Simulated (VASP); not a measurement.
Input of a VASP 6.6.1 run:

Contents of INCAR:

```
PREC = Accurate
ENCUT = 600
EDIFF = 1E-6
ISMEAR = 0
SIGMA = 0.1
LREAL = False
LASPH = True
NELM = 80
ALGO = Normal
ISIF = 3
LWAVE = False
LCHARG = False
GGA = PE
IBRION = 2
NSW = 100
EDIFFG = -0.01
```

KPOINTS

```
Automatic mesh
0
Gamma
  12 12 4
```

The input POSCAR:

```
Ga2SeS2
1.0
    3.6211163320      0.0000000000      0.0000000000
   -1.8105581660      3.1359787336      0.0000000000
    0.0000000000      0.0000000000      9.8265970726
Ga Se S
2 1 2
Direct
    0.3333333333      0.6666666667      0.1882438130
    0.6666666667      0.3333333333      0.8117561870
    0.0000000000      0.0000000000      0.0000000000
    0.3333333333      0.6666666667      0.6967673500
    0.6666666667      0.3333333333      0.3032326500
```

Potentials or basis: VASP PAW PBE potentials, release 64 (Ga_d, Se, S).

Run with:

```console
$ cat potpaw_PBE.64/Ga_d/POTCAR potpaw_PBE.64/Se/POTCAR potpaw_PBE.64/S/POTCAR > POTCAR
$ mpirun -np 1 vasp_std > vasp.out
```

**Question.** Predict the band gap on the k mesh.

**Answer.** Zero (band 22 reaches 3.34 eV, above the bottom of band 23 at 3.15 eV).

**Question.** Estimate the relaxed cell.

**Answer.** a = 3.622 Å, b = 3.622 Å, c = 9.807 Å, α = 90.00°, β = 90.00°, γ = 120.00°.

**Question.** What does it give for the relaxed volume?

**Answer.** 22.28 Å³/atom.

**Question.** Estimate the space group after relaxing (to 0.05 Å).

**Answer.** P-3m1 (No. 164).

Final structure:
```cif
data_structure
_symmetry_space_group_name_H-M 'P 1'
_symmetry_Int_Tables_number 1
_cell_length_a 3.6216
_cell_length_b 3.6216
_cell_length_c 9.8072
_cell_angle_alpha 90.000
_cell_angle_beta 90.000
_cell_angle_gamma 120.000
_cell_volume 111.40
loop_
_atom_site_label
_atom_site_type_symbol
_atom_site_fract_x
_atom_site_fract_y
_atom_site_fract_z
_atom_site_occupancy
Ga1 Ga 0.33333 0.66667 0.18800 1
Ga2 Ga 0.66667 0.33333 0.81200 1
Se1 Se 0.00000 0.00000 0.00000 1
S1 S 0.33333 0.66667 0.69700 1
S2 S 0.66667 0.33333 0.30300 1
```

Caveat: this functional lacks dispersion, which binds the layers, so the pressure and a relaxed spacing across them are unreliable.
